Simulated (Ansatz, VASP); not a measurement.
## Mo in VASP and in Ansatz

INCAR

```
SYSTEM = Mo
PREC = Accurate
ENCUT = 520
EDIFF = 1E-6
ISMEAR = -1
SIGMA = 0.1
LREAL = .False.
LASPH = .True.
NELM = 60
ALGO = Normal
ISIF = 2
LWAVE = .False.
LCHARG = .False.
LDIPOL = .True.
IDIPOL = 3
DIPOL = 0.5 0.5 0.500
GGA = PE
NBANDS = 36
```

File KPOINTS:

```
regular mesh
0
Gamma
  10 10 1
  0 0 0
```

The input POSCAR:

```
Mo
1.0
    4.4701026756      0.0000000000      0.0000000000
   -2.2350513378      3.8712224746      0.0000000000
    0.0000000000      0.0000000000     18.7374000000
Mo
4
Direct
    0.0000000000      0.0000000000      0.4269544424
    0.3333333340      0.6666666660      0.4756514806
    0.6666666670      0.3333333330      0.5243485191
    0.0000000000      0.0000000000      0.5730455576
```

Input for Ansatz:

```yaml
crystal:
  lattice:
    - [4.4701026756, 0.0, 0.0]
    - [-2.2350513378, 3.8712224746, 0.0]
    - [0.0, 0.0, 18.7374]
  atoms:
    - { symbol: Mo, position: [0.0, 0.0, 0.4269544424] }
    - { symbol: Mo, position: [0.333333334, 0.666666666, 0.4756514806] }
    - { symbol: Mo, position: [0.666666667, 0.333333333, 0.5243485191] }
    - { symbol: Mo, position: [0.0, 0.0, 0.5730455576] }
kpoints:
  mp_grid: { grid: [10, 10, 1] }
scf:
  occupations: { method: fermi_dirac, width: 0.1 }
hamiltonian:
  xc: pbe
  pseudopotentials: { kind: paw }
output:
  forces: true
  stress: true
  eigenvalues: true
  populations: true
efield:
  axis: 3
  amplitude: 0
  dipole_correction: true
```

Alike in both runs: task single point; functional PBE; k mesh 10 × 10 × 1; occupations fermi-dirac, width 0.1 eV; no spin polarisation.

```csv
,VASP,Ansatz
version,VASP 6.6.1,Ansatz 0.2.0
potentials or method,"VASP PAW PBE potentials, release 64 (Mo_sv)","PAW with Ansatz's default frozen-core files, scalar-relativistic"
plane-wave cutoff (eV),520,420
valence electrons in the cell,56,56
```

|  | VASP | Ansatz | Ansatz less VASP |
| --- | --- | --- | --- |
| rms of the force components (eV/Å) | 1.212 | 1.218 | +0.0059 |

Atom by atom the forces differ by 0.006 eV/Å (rms over components).
